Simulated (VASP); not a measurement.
Set up this calculation in VASP 6.6.1, as the native input.

* Task: single point
* Functional: PBEsol
* Potentials or basis: VASP PAW PBE potentials, release 64 (Si, Ge_d)
* Cutoff: 520 eV
* k mesh: 2 × 2 × 2
* Occupations: gaussian, width 0.02 eV
* Spin: no spin polarisation
* Dipole correction: no
* Further INCAR settings: LREAL = Auto; ALGO = Normal; EDIFF = 1e-07; NBANDS = 53

The structure of Si16Ge (a cell with a defect) lies in POSCAR:

```
Si16Ge
1.0
    0.0000000000      5.4300000000      5.4300000000
    5.4300000000      0.0000000000      5.4300000000
    5.4300000000      5.4300000000      0.0000000000
Si Ge
16 1
Direct
    0.0526181400     -0.0171783610     -0.0171634438
    0.1363699816      0.1261510129      0.1261981584
   -0.0136359116      0.0211850829      0.4967467772
    0.1362841621      0.1261823204      0.6124044199
   -0.0137001842      0.4967005525      0.0212839779
    0.1362309392      0.6123957643      0.1262370166
   -0.0137387661      0.4967457643      0.4968035912
    0.0397481584      0.6537273481      0.6538105893
    0.5077421731      0.0090622468      0.0090593002
    0.6768327808      0.1080716390      0.1081209945
    0.5076787293      0.0090266114      0.4752973297
    0.6130928177      0.1669965009      0.6104047882
    0.5076215470      0.4752267035      0.0090898711
    0.6130118785      0.6103693370      0.1670048803
    0.4205585635      0.5268303867      0.5268801105
    0.6129625230      0.6105538674      0.6106973297
    0.5979812155      0.8011011050      0.8011235727
```

The input as run:

INCAR

```
  ALGO = Normal
  EDIFF = 1E-7
  ENCUT = 520
  GGA = PS
  ISIF = 2
  ISMEAR = 0
  LASPH = True
  LCHARG = False
  LREAL = Auto
  LWAVE = False
  NBANDS = 53
  NELM = 80
  PREC = Accurate
  SIGMA = 0.02
```

KPOINTS

```
k-points
0
Gamma
  2 2 2
```

Potentials or basis: VASP PAW PBE potentials, release 64 (Si, Ge_d).

Command:

```bash
$ cat potpaw_PBE.64/Si/POTCAR potpaw_PBE.64/Ge_d/POTCAR > POTCAR
$ mpirun -np 1 vasp_std > vasp.out
```

It gave:

* Pressure: 3.5 GPa
* Largest force: 0.015 eV/Å
* Band gap on the k mesh: 0.02 eV

Caveat: the k points lie up to 0.50 Å⁻¹ apart; the PAW data sets were made with another functional, which shifts forces and pressure a little.

It took 4.2 min on 1 thread of Intel(R) Xeon(R) Platinum 8259CL CPU @ 2.50GHz (Skylake/Cascade Lake) (shared host), peak memory 0.49 GiB.
